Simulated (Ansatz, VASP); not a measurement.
## W2C: VASP beside Ansatz

File INCAR:

```
SYSTEM = W2C
PREC = Accurate
ENCUT = 600
EDIFF = 1E-6
ISMEAR = 0
SIGMA = 0.1
LREAL = .FALSE.
LASPH = .TRUE.
NELM = 200
ALGO = Normal
ISIF = 2
LWAVE = .FALSE.
LCHARG = .TRUE.
LMAXMIX = 4
LDAU = .TRUE.
LDAUTYPE = 2
LDAUL = 2 -1
LDAUU = 7 0
LDAUJ = 0 0
LDAUPRINT = 1
GGA = PE
LELF = .TRUE.
LVHAR = .TRUE.
NBANDS = 23
GGA_COMPAT = .FALSE.
```

The input KPOINTS:

```
regular mesh
0
G
  6 6 2
  0 0 0
```

File POSCAR:

```
W2C
1.0
    3.0700456420      0.0000000000      0.0000000000
   -1.5350228210      2.6587375167      0.0000000000
    0.0000000000      0.0000000000      4.6784280000
W C
2 1
Direct
    0.3333333333      0.6666666667      0.7463310000
    0.6666666667      0.3333333333      0.2536690000
    0.0000000000      0.0000000000      0.0000000000
```

Input for Ansatz:

```yaml
crystal:
  lattice:
    - [3.070045642, 0.0, 0.0]
    - [-1.535022821, 2.6587375167, 0.0]
    - [0.0, 0.0, 4.678428]
  atoms:
    - { symbol: W, position: [0.3333333333, 0.6666666667, 0.746331] }
    - { symbol: W, position: [0.6666666667, 0.3333333333, 0.253669] }
    - { symbol: C, position: [0.0, 0.0, 0.0] }
basis:
  ecutwfc: 420
kpoints:
  mp_grid: { grid: [6, 6, 2] }
hamiltonian:
  xc: pbe
  hubbard: { sites: [{ species: W, l: d, u_eff: 7.0 }] }
scf:
  occupations: { method: gaussian, width: 0.1 }
output:
  forces: true
  stress: true
  eigenvalues: true
```

Alike in both runs: task single point; functional PBE; k mesh 6 × 6 × 2; occupations gaussian, width 0.1 eV; no spin polarisation; Hubbard terms W d U = 7.0 eV.

|  | VASP | Ansatz |
| --- | --- | --- |
| version | VASP 6.6.1 | Ansatz 0.2.0 |
| potentials or method | VASP PAW PBE potentials, release 64 (W_sv, C), cutoff 600 eV | scalar-relativistic, plane waves, PAW |
| valence electrons in the cell | 32 | 32 |

```tsv
	VASP	Ansatz	Ansatz less VASP
gap on the k mesh at the Fermi level (eV)	none	none	-
pressure (GPa)	13.3	-1.5	-14.78
traceless stress, the component that is largest in VASP (GPa)	-3.15	-4.75	-1.600
rms of the force components (eV/Å)	0.398	0.067	-0.3309
```

The programs project onto different local orbitals, so the same U acts differently, and such runs can settle in different states. Atom by atom the forces differ by 0.466 eV/Å (rms over components). A gap of «none» marks a metal or a gap that the smearing closes. Ansatz's warnings: filled band counts differ across k points.

The k mesh is coarse, so the values compare programs but aren't converged. Spin-orbit coupling is off throughout.
